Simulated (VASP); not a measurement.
# Ir (P6_3/mmc) in VASP: a series of runs

Ir is run at these levels: PBEsol; tasks: single point.

Program: VASP 6.6.1. These are calculated values, not measurements. Logs are shortened: lines on timing, memory, paths and dates and some standing lists are left out, and cuts for length are marked.

## Step 1: The cell of the first run

It takes space group P6_3/mmc (No. 194, hexagonal). The conventional cell has a = 2.740 Å, b = 2.740 Å, c = 4.438 Å, α = 90.00°, β = 90.00°, γ = 120.00°. Within 3.6 Å of Ir (site symmetry -6m2) lie 12 Ir at 2.72 to 2.74 Å.

This isn't the form of Ir at room conditions, which is fcc.

## Step 2: Single point, PBEsol (14.42 Å³/atom)

The input, INCAR:

```
SYSTEM = Ir
PREC = Accurate
ENCUT = 560
EDIFF = 1E-6
ISMEAR = -1
SIGMA = 0.15
LREAL = .FALSE.
LASPH = .TRUE.
NELM = 120
ALGO = Normal
ISIF = 2
LWAVE = .FALSE.
LCHARG = .FALSE.
GGA = PS
NBANDS = 24
GGA_COMPAT = .FALSE.
```

The input, KPOINTS:

```
regular mesh
0
G
  18 18 10
  0 0 0
```

The input, POSCAR:

```
Ir
1.0
    2.7398698458      0.0000000000      0.0000000000
   -1.3699349229      2.3727968895      0.0000000000
    0.0000000000      0.0000000000      4.4375127059
Ir
2
Direct
    0.6666666667      0.3333333333      0.7500000000
    0.3333333333      0.6666666667      0.2500000000
```

Potentials or basis: VASP PAW PBE potentials, release 64 (Ir_sv_GW).

Run with:

```
$ cat potpaw_PBE.64/Ir_sv_GW/POTCAR > POTCAR
$ mpirun -np 1 vasp_std > vasp.out
```

OUTCAR:

```text
SYSTEM = Ir
   PREC = Accurate
   ENCUT = 560
   EDIFF = 1E-6
   ISMEAR = -1
   LREAL = .FALSE.
   LASPH = .TRUE.
   NELM = 120
   ISIF = 2
   GGA = PS

 ion  position               nearest neighbor table
   1  0.667  0.333  0.750-   2 2.72   2 2.72   2 2.72   2 2.72   2 2.72   2 2.72
   2  0.333  0.667  0.250-   1 2.72   1 2.72   1 2.72   1 2.72   1 2.72   1 2.72

  LATTYP: Found a hexagonal cell.
 ALAT       =     2.7398698458
 C/A-ratio  =     1.6196071185

  Lattice vectors:

 A1 = (   2.7398698458,   0.0000000000,   0.0000000000)
 A2 = (  -1.3699349229,   2.3727968895,   0.0000000000)
 A3 = (   0.0000000000,   0.0000000000,   4.4375127059)

Analysis of symmetry for initial positions (statically):
=====================================================================
 Subroutine PRICEL returns:
 Original cell was already a primitive cell.

 Routine SETGRP: Setting up the symmetry group for a
 hexagonal supercell.

 Subroutine GETGRP returns: Found 24 space group operations
 (whereof 12 operations were pure point group operations)
 out of a pool of 24 trial point group operations.

The static configuration has the point symmetry D_3d.
 The point group associated with its full space group is D_6h.

Analysis of symmetry for dynamics (positions and initial velocities):
=====================================================================
 Subroutine PRICEL returns:
 Original cell was already a primitive cell.

 Routine SETGRP: Setting up the symmetry group for a
 hexagonal supercell.

 Subroutine GETGRP returns: Found 24 space group operations
 (whereof 12 operations were pure point group operations)
 out of a pool of 24 trial point group operations.

The dynamic configuration has the point symmetry D_3d.
 The point group associated with its full space group is D_6h.

 Subroutine INISYM returns: Found 24 space group operations
 (whereof 12 operations are pure point group operations),
 and found     1 'primitive' translations

----------------------------------------------------------------------------------------

                                     Primitive cell

  volume of cell :      28.8490

  direct lattice vectors                    reciprocal lattice vectors
     2.739869846  0.000000000  0.000000000     0.364980841  0.210721787  0.000000000
    -1.369934923  2.372796890  0.000000000     0.000000000  0.421443573  0.000000000
     0.000000000  0.000000000  4.437512706     0.000000000  0.000000000  0.225351467

  length of vectors
     2.739869846  2.739869846  4.437512706     0.421443573  0.421443573  0.225351467

  position of ions in fractional coordinates (direct lattice)
     0.666666667  0.333333333  0.750000000
     0.333333333  0.666666667  0.250000000

  ion indices of the primitive-cell ions
   primitive index   ion index
                 1           1
                 2           2

----------------------------------------------------------------------------------------

 KPOINTS: regular mesh

Automatic generation of k-mesh.
 Grid dimensions read from file:
 generate k-points for:   18   18   10

 Generating k-lattice:

  Cartesian coordinates                     Fractional coordinates (reciprocal lattice)
     0.020276713  0.011706766  0.000000000     0.055555556  0.000000000  0.000000000
     0.000000000  0.023413532  0.000000000     0.000000000  0.055555556  0.000000000
     0.000000000  0.000000000  0.022535147     0.000000000  0.000000000  0.100000000

  Length of vectors
     0.023413532  0.023413532  0.022535147

  Shift w.r.t. Gamma in fractional coordinates (k-lattice)
     0.000000000  0.000000000  0.000000000

 Subroutine IBZKPT returns following result:
 ===========================================

 Found    222 irreducible k-points:

 Following reciprocal coordinates:
            Coordinates               Weight
  0.000000  0.000000  0.000000      1.000000
  0.055556  0.000000  0.000000      6.000000
  0.111111  0.000000  0.000000      6.000000
  0.166667  0.000000  0.000000      6.000000
  0.222222  0.000000  0.000000      6.000000
  0.277778  0.000000  0.000000      6.000000
[... 16 lines left out ...]
  0.333333  0.111111  0.000000     12.000000
  0.388889  0.111111  0.000000     12.000000
 [... further k-points ...]
   k-points           NKPTS =    222   k-points in BZ     NKDIM =    222   number of bands    NBANDS=     24
   number of dos      NEDOS =    301   number of ions     NIONS =      2
   total plane-waves  NPLWV =  20736
   dimension x,y,z NGX =    24 NGY =   24 NGZ =   36
   dimension x,y,z NGXF=    48 NGYF=   48 NGZF=   72
   ions per type =               2
   NGX,Y,Z   is equivalent  to a cutoff of  14.56, 14.56, 13.49 a.u.
   NGXF,Y,Z  is equivalent  to a cutoff of  29.12, 29.12, 26.97 a.u.
 SYSTEM =  Ir
   PREC   = accura    normal or accurate (medium, high low for compatibility)
   ISTART =      0    job   : 0-new  1-cont  2-samecut
   ICHARG =      2    charge: 1-file 2-atom 10-const
[... 35 lines left out ...]
   LEPSILON=     F    determine dielectric tensor
   LRPA    =     F    only Hartree local field effects (RPA)
 non-spin polarized calculation
  energy-cutoff  :      560.00
  volume of cell :       28.85
 maximum number of plane-waves:       885
 NGX is ok and might be reduce to    24
   NGX = 11   NGY = 11   NGZ = 17

 number of electron      34.0000000 magnetization

 Free energy of the ion-electron system (eV)
  ---------------------------------------------------
  ext. energy  EPLUGINS =         0.00000000
  ---------------------------------------------------
  free energy    TOTEN  =       -20.71420239 eV

  energy without entropy =      -20.53617057  energy(sigma->0) =      -20.62518648

 E-fermi :  12.4702     XC(G=0): -14.5793

 val. band max:       12.4644311887   @ k =   0.3333   0.0556   0.4000
 cond. band min:      12.4740533363   @ k =   0.2222   0.1111   0.5000
 fundamental gap:      0.0096221476
 Fermi energy:        12.4701924126

 k-point     1 :       0.0000    0.0000    0.0000
  band No.  band energies     occupation
      1     -80.5818      2.00000
      2     -80.5206      2.00000
      3     -37.7427      2.00000
      4     -37.0934      2.00000
      5     -37.0934      2.00000
      6     -36.9912      2.00000
[... 16 lines left out ...]
     23      28.1551      0.00000
     24      29.2158      0.00000

 k-point     2 :       0.0556    0.0000    0.0000
  band No.  band energies     occupation
      1     -80.5809      2.00000
      2     -80.5204      2.00000
      3     -37.7358      2.00000
      4     -37.1105      2.00000
      5     -37.0991      2.00000
      6     -37.0013      2.00000
[... 16 lines left out ...]
     23      28.3129      0.00000
     24      29.4164      0.00000

 k-point     3 :       0.1111    0.0000    0.0000
  band No.  band energies     occupation
      1     -80.5766      2.00000
      2     -80.5181      2.00000
      3     -37.7148      2.00000
      4     -37.1579      2.00000
      5     -37.1142      2.00000
      6     -37.0509      2.00000
[... 16 lines left out ...]
     23      28.7313      0.00000
     24      29.9005      0.00000

 k-point     4 :       0.1667    0.0000    0.0000
  band No.  band energies     occupation
      1     -80.5696      2.00000
      2     -80.5150      2.00000
      3     -37.6813      2.00000
      4     -37.2305      2.00000
      5     -37.1377      2.00000
      6     -37.1256      2.00000
[... 16 lines left out ...]
     23      29.0334      0.00000
     24      29.7624      0.00000

 k-point     5 :       0.2222    0.0000    0.0000
  band No.  band energies     occupation
      1     -80.5607      2.00000
      2     -80.5115      2.00000
      3     -37.6375      2.00000
      4     -37.3196      2.00000
      5     -37.2154      2.00000
      6     -37.1653      2.00000
[... 451 lines left out ...]
 k-point    22 :       0.2778    0.1111    0.0000
  band No.  band energies     occupation
      1     -80.5385      2.00000
      2     -80.5048      2.00000
      3     -37.5161      2.00000
      4     -37.4947      2.00000
      5     -37.4119      2.00000
      6     -37.2358      2.00000
[... 16 lines left out ...]
     23      24.3706      0.00000
     24      27.0712      0.00000

 k-point    23 :       0.3333    0.1111    0.0000
  band No.  band energies     occupation
      1     -80.5301      2.00000
      2     -80.5039      2.00000
      3     -37.5621      2.00000
      4     -37.4645      2.00000
      5     -37.4626      2.00000
      6     -37.2679      2.00000
[... 16 lines left out ...]
     23      23.1255      0.00000
     24      26.5672      0.00000

 k-point    24 :       0.3889    0.1111    0.0000
  band No.  band energies     occupation
      1     -80.5240      2.00000
      2     -80.5038      2.00000
      3     -37.6058      2.00000
      4     -37.4955      2.00000
      5     -37.4227      2.00000
      6     -37.2885      2.00000
[... 16 lines left out ...]
     23      22.8837      0.00000
     24      25.4775      0.00000

 [... further k-points ...]

------------------------ aborting loop because EDIFF is reached ----------------------------------------

  FORCE on cell =-STRESS in cart. coord.  units (eV):
  Direction    XX          YY          ZZ          XY          YZ          ZX
  --------------------------------------------------------------------------------------
  -------------------------------------------------------------------------------------
  Total       -1.6163976     -1.6163976     -1.6179439      0.0000000     -0.0000000      0.0000000
  in kB      -89.7694701    -89.7694701    -89.8553470      0.0000000     -0.0000000      0.0000000
  external PRESSURE =     -89.7980957 kB  Pullay stress =       0.0000000 kB

 VOLUME and BASIS-vectors are now :
 -----------------------------------------------------------------------------
  energy-cutoff  :      560.00
  volume of cell :       28.85
      direct lattice vectors                 reciprocal lattice vectors
     2.739869846  0.000000000  0.000000000     0.364980841  0.210721787  0.000000000
    -1.369934923  2.372796890  0.000000000     0.000000000  0.421443573  0.000000000
     0.000000000  0.000000000  4.437512706     0.000000000  0.000000000  0.225351467

 POSITION                                       TOTAL-FORCE (eV/Angst)
 -----------------------------------------------------------------------------------
      1.36993      0.79093      3.32813         0.000000     -0.000000      0.000000
     -0.00000      1.58186      1.10938        -0.000000      0.000000      0.000000
 -----------------------------------------------------------------------------------
    total drift:                                0.000000     -0.000000      0.000000

  FREE ENERGIE OF THE ION-ELECTRON SYSTEM (eV)
  ---------------------------------------------------
  free  energy   TOTEN  =       -20.7142023937 eV

  energy  without entropy=      -20.5361705716  energy(sigma->0) =      -20.62518648
```

Run time: 79 s. Hardware: 1 thread of AMD EPYC 9R45 (Zen 5), shared host; peak memory 0.24 GiB.

Results:

| Quantity | Value |
| --- | --- |
| Free energy | -20.7142 eV |
| Pressure | -9.0 GPa |
| Band gap on the k mesh | zero (bands 17 and 18 overlap by 3.27 eV) |

Levels at points of the mesh, in eV from the Fermi level:
```
           k point  band 15  band 16  band 17  band 18  band 19  band 20
(0.00, 0.00, 0.00)    -3.10    -2.32    -2.32    -0.80     0.28     0.28
(0.50, 0.00, 0.00)    -2.90     0.70     0.98     1.11     2.90     4.32
(0.00, 0.00, 0.50)    -3.86    -3.86    -0.45    -0.45    -0.45    -0.45
(0.50, 0.00, 0.50)    -0.96    -0.96     0.95     0.95     1.99     1.99
```

Caveat: the cell stands under tension; the PAW data sets were made with another functional, which shifts forces and pressure a little; spin-orbit coupling is left out, which moves the levels of the heavy elements.

## Step 3: Single point, PBEsol

This run uses another cell than the first one, of 14.14 Å³/atom.

The input, INCAR:

```
PREC = Accurate
ENCUT = 560
EDIFF = 1E-6
ISMEAR = -1
SIGMA = 0.15
LREAL = False
LASPH = True
NELM = 120
ALGO = Normal
ISIF = 2
LWAVE = False
LCHARG = False
GGA = PS
NBANDS = 24
GGA_COMPAT = False
```

The input, KPOINTS:

```
Automatic mesh
0
Gamma
  18 18 10
```

The input, POSCAR:

```
Ir
1.0
    2.7213187380      0.0000000000      0.0000000000
   -1.3606593690      2.3567311589      0.0000000000
    0.0000000000      0.0000000000      4.4100191876
Ir
2
Direct
    0.6666666667      0.3333333333      0.7500000000
    0.3333333333      0.6666666667      0.2500000000
```

Potentials or basis: VASP PAW PBE potentials, release 64 (Ir_sv_GW).

Run with:

```
$ cat potpaw_PBE.64/Ir_sv_GW/POTCAR > POTCAR
$ mpirun -np 1 vasp_std > vasp.out
```

Wall time 2.3 min (1 thread of AMD EPYC 7R13 (Zen 3), shared host); peak memory 0.24 GiB.

Results (log left out):

```yaml
Free_energy: -20.7276 eV
Pressure: -1.8 GPa
Band_gap_on_the_k_mesh: zero (bands 17 and 18 overlap by 3.38 eV)
```

Levels at points of the mesh, in eV from the Fermi level:
```csv
k point,band 14,band 15,band 16,band 17,band 18,band 19,band 20,band 21
"(0.00, 0.00, 0.00)",-3.20,-3.20,-2.39,-2.39,-0.86,0.29,0.29,7.07
"(0.50, 0.00, 0.00)",-3.49,-2.99,0.74,1.01,1.16,2.98,4.42,8.15
"(0.00, 0.00, 0.50)",-3.98,-3.98,-3.98,-0.46,-0.46,-0.46,-0.46,13.13
"(0.50, 0.00, 0.50)",-2.15,-1.00,-1.00,0.99,0.99,2.03,2.03,7.65
```

Caveat: the PAW data sets were made with another functional, which shifts forces and pressure a little; spin-orbit coupling is left out, which moves the levels of the heavy elements.

## Step 4: Single point, PBEsol (13.69 Å³/atom)

This run uses another cell than the first one, of 13.69 Å³/atom.

The input, INCAR:

```
PREC = Accurate
ENCUT = 560
EDIFF = 1E-6
ISMEAR = 0
SIGMA = 0.1
LREAL = False
LASPH = True
NELM = 120
ALGO = Normal
ISIF = 2
LWAVE = False
LCHARG = True
GGA = PS
LELF = True
LVHAR = True
NBANDS = 24
GGA_COMPAT = False
```

KPOINTS is that of step 3.

The input, POSCAR:

```
Ir
1.0
    2.6910234623      0.0000000000      0.0000000000
   -1.3455117311      2.3304946805      0.0000000000
    0.0000000000      0.0000000000      4.3652377000
Ir
2
Direct
    0.6666666667      0.3333333333      0.7500000000
    0.3333333333      0.6666666667      0.2500000000
```

Run with:

```
$ cat potpaw_PBE.64/Ir_sv_GW/POTCAR > POTCAR
$ mpirun -np 1 vasp_std > vasp.out
```

Wall time 46 s (1 thread of Intel Xeon 6975P-C (Granite Rapids), shared host); peak memory 0.26 GiB.

The run converged. Its results:

- Free energy: -20.6182 eV
- Pressure: 10.7 GPa
- Band gap on the k mesh: zero (bands 17 and 18 overlap by 3.56 eV)

Levels at points of the mesh, in eV from the Fermi level:
```tsv
k point	band 13	band 14	band 15	band 16	band 17	band 18	band 19	band 20	band 21	band 22
(0.00, 0.00, 0.00)	-4.08	-3.38	-3.38	-2.53	-2.53	-0.97	0.28	0.28	7.35	13.54
(0.50, 0.00, 0.00)	-3.79	-3.66	-3.17	0.77	1.05	1.22	3.09	4.59	8.33	10.50
(0.00, 0.00, 0.50)	-4.21	-4.21	-4.21	-4.21	-0.50	-0.50	-0.50	-0.50	13.08	13.08
(0.50, 0.00, 0.50)	-2.28	-2.28	-1.09	-1.09	1.04	1.04	2.07	2.07	7.95	7.95
```

Caveat: the cell stands under pressure; the PAW data sets were made with another functional, which shifts forces and pressure a little; spin-orbit coupling is left out, which moves the levels of the heavy elements.

## Step 5: Single point, PBEsol (13.86 Å³/atom)

This run uses another cell than the first one, of 13.86 Å³/atom.

The input, INCAR:

```
  PREC = Accurate
  ENCUT = 560
  EDIFF = 1E-6
  ISMEAR = -1
  SIGMA = 0.15
  LREAL = False
  LASPH = True
  NELM = 120
  ALGO = Normal
  ISIF = 2
  LWAVE = False
  LCHARG = False
  GGA = PS
  NBANDS = 24
  GGA_COMPAT = False
```

The input, KPOINTS:

```
regular mesh
0
Gamma
  18 18 10
```

The input, POSCAR:

```
Ir
1.0
    2.7026028819      0.0000000000      0.0000000000
   -1.3513014409      2.3405227521      0.0000000000
    0.0000000000      0.0000000000      4.3818843162
Ir
2
Direct
    0.6666666667      0.3333333333      0.7500000000
    0.3333333333      0.6666666667      0.2500000000
```

Run with:

```
$ cat potpaw_PBE.64/Ir_sv_GW/POTCAR > POTCAR
$ mpirun -np 1 vasp_std > vasp.out
```

Run time: 66 s. Hardware: 1 thread of Intel Xeon Platinum 8488C (Sapphire Rapids), shared host; peak memory 0.25 GiB.

The run converged. Its results:

```yaml
Free_energy: -20.7144 eV
Pressure: 6.2 GPa
Band_gap_on_the_k_mesh: zero (bands 17 and 18 overlap by 3.49 eV)
```

Levels at points of the mesh, in eV from the Fermi level:
```csv
k point,band 15,band 16,band 17,band 18,band 19,band 20
"(0.00, 0.00, 0.00)",-3.30,-2.46,-2.46,-0.91,0.30,0.30
"(0.50, 0.00, 0.00)",-3.09,0.77,1.05,1.21,3.06,4.53
"(0.00, 0.00, 0.50)",-4.11,-4.11,-0.47,-0.47,-0.47,-0.47
"(0.50, 0.00, 0.50)",-1.05,-1.05,1.03,1.03,2.07,2.07
```

Caveat: the cell stands under pressure; the PAW data sets were made with another functional, which shifts forces and pressure a little; spin-orbit coupling is left out, which moves the levels of the heavy elements.

## Step 6: Single point, PBEsol

This run uses another cell than the first one, of 14.03 Å³/atom.

The input, INCAR:

```
PREC = Accurate
ENCUT = 560
EDIFF = 1E-6
ISMEAR = -1
SIGMA = 0.15
LREAL = False
LASPH = True
NELM = 120
ALGO = Normal
ISIF = 2
LWAVE = False
LCHARG = True
GGA = PS
LELF = True
LVHAR = True
NBANDS = 24
GGA_COMPAT = False
```

The input, KPOINTS:

```
Automatic mesh
0
Gamma
  18 18 10
```

The input, POSCAR:

```
Ir
1.0
    2.7140807566      0.0000000000      0.0000000000
   -1.3570403783      2.3504628831      0.0000000000
    0.0000000000      0.0000000000      4.3990959669
Ir
2
Direct
    0.6666666667      0.3333333333      0.7500000000
    0.3333333333      0.6666666667      0.2500000000
```

Potentials or basis: VASP PAW PBE potentials, release 64 (Ir_sv_GW).

Run with:

```
$ cat potpaw_PBE.64/Ir_sv_GW/POTCAR > POTCAR
$ mpirun -np 1 vasp_std > vasp.out
```

It took 67 s on 1 thread of Intel Xeon Platinum 8375C at 2.90GHz (Ice Lake), shared host; peak memory 0.27 GiB.

Results (log left out):

| Quantity | Value |
| --- | --- |
| Free energy | -20.7258 eV |
| Pressure | 1.2 GPa |
| Band gap on the k mesh | zero (bands 17 and 18 overlap by 3.42 eV) |

Levels at points of the mesh, in eV from the Fermi level:
| k point | band 15 | band 16 | band 17 | band 18 | band 19 | band 20 |
| --- | --- | --- | --- | --- | --- | --- |
| (0.00, 0.00, 0.00) | -3.24 | -2.42 | -2.42 | -0.88 | 0.29 | 0.29 |
| (0.50, 0.00, 0.00) | -3.03 | 0.75 | 1.03 | 1.18 | 3.01 | 4.46 |
| (0.00, 0.00, 0.50) | -4.03 | -4.03 | -0.46 | -0.46 | -0.46 | -0.46 |
| (0.50, 0.00, 0.50) | -1.02 | -1.02 | 1.00 | 1.00 | 2.04 | 2.04 |

Caveat: the PAW data sets were made with another functional, which shifts forces and pressure a little; spin-orbit coupling is left out, which moves the levels of the heavy elements.

## Step 7: Summary

| cell | smearing | gap on the mesh (eV) | pressure (GPa) |
| --- | --- | --- | --- |
| a = 2.740, b = 2.740, c = 4.438 Å, angles 90.0, 90.0, 120.0°, 2 atoms | fermi-dirac 0.15 eV | none | -9.0 |
| a = 2.721, b = 2.721, c = 4.410 Å, angles 90.0, 90.0, 120.0°, 2 atoms | fermi-dirac 0.15 eV | none | -1.8 |
| a = 2.691, b = 2.691, c = 4.365 Å, angles 90.0, 90.0, 120.0°, 2 atoms | gaussian 0.1 eV | none | 10.7 |
| a = 2.703, b = 2.703, c = 4.382 Å, angles 90.0, 90.0, 120.0°, 2 atoms | fermi-dirac 0.15 eV | none | 6.2 |
| a = 2.714, b = 2.714, c = 4.399 Å, angles 90.0, 90.0, 120.0°, 2 atoms | fermi-dirac 0.15 eV | none | 1.2 |

Alike in all rows: task single point; level PBEsol; potentials or basis VASP PAW PBE potentials, release 64 (Ir_sv_GW); no spin polarisation; k mesh 18 × 18 × 10; cutoff (eV) 560.

Caveats: the PAW data sets were made with another functional, which shifts forces and pressure a little; spin-orbit coupling is left out, which moves the levels of the heavy elements; the cell stands under pressure (at least some runs); the cell stands under tension (at least some runs).

Total energies depend on the potentials used, so only differences within one code and one set of settings carry meaning.
